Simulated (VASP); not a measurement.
Runs of VASP 6.6.1 on CoSi (NiAs type). The structure is that of space group P6_3/mmc (No. 194), or close to it. The cells are those of the table. 

| task | potentials or basis | cell | cutoff (eV) | gap on the mesh (eV) | pressure (GPa) |
| --- | --- | --- | --- | --- | --- |
| relaxation of shape and atoms at fixed volume | VASP PAW PBE potentials, release 64 (Co, Si) | relaxed from a = 3.239, b = 3.239, c = 4.814 Å, angles 90.0, 90.0, 120.0°, 4 atoms | 600 | none | 29.8 |
| relaxation of shape and atoms at fixed volume | VASP PAW PBE potentials, release 64 (Co, Si) | relaxed from a = 3.030, b = 3.030, c = 4.502 Å, angles 90.0, 90.0, 120.0°, 4 atoms | 600 | none | 117.8 |
| single point | VASP PAW PBE potentials, release 64 (Co, Si) | a = 3.380, b = 3.380, c = 5.023 Å, angles 90.0, 90.0, 120.0°, 4 atoms | 520 | none | (a) |
| relaxation of shape and atoms at fixed volume | VASP PAW PBE potentials, release 64 (Co, Si) | relaxed from a = 2.913, b = 2.913, c = 4.329 Å, angles 90.0, 90.0, 120.0°, 4 atoms | 600 | none | 203.6 |
| relaxation of shape and atoms at fixed volume | VASP PAW PBE potentials, release 64 (Co, Si) | relaxed from a = 3.138, b = 3.138, c = 4.663 Å, angles 90.0, 90.0, 120.0°, 4 atoms | 600 | none | 64.0 |
| single point | VASP PAW PBE potentials, release 64 (Co_sv, Si) | a = 2.222, b = 2.222, c = 6.395 Å, angles 90.0, 90.0, 120.0°, 4 atoms | 690 | none | 294.3 |
| single point | VASP PAW PBE potentials, release 64 (Co, Si) | a = 3.299, b = 3.299, c = 4.959 Å, angles 90.0, 90.0, 120.0°, 4 atoms | 520 | none | 12.3 |
| relaxation of shape and atoms at fixed volume | VASP PAW PBE potentials, release 64 (Co, Si) | relaxed from a = 2.770, b = 2.770, c = 4.116 Å, angles 90.0, 90.0, 120.0°, 4 atoms | 600 | none | 297.4 |

Alike in all rows: level PBE; no spin polarisation; k mesh 12 × 12 × 7; smearing fermi-dirac 0.08 eV.

Estimate the missing entries.

(a) -0.3.

Caveats: the run has no spin polarisation, though such a crystal can be magnetic; the cell stands under pressure (at least some runs); a cell axis changed by over 15 % at a fixed basis, so the end point is rough (at least some runs).

A gap of «none» marks levels without a gap at the run's occupations.

The runs don't all hold the same shells in valence.
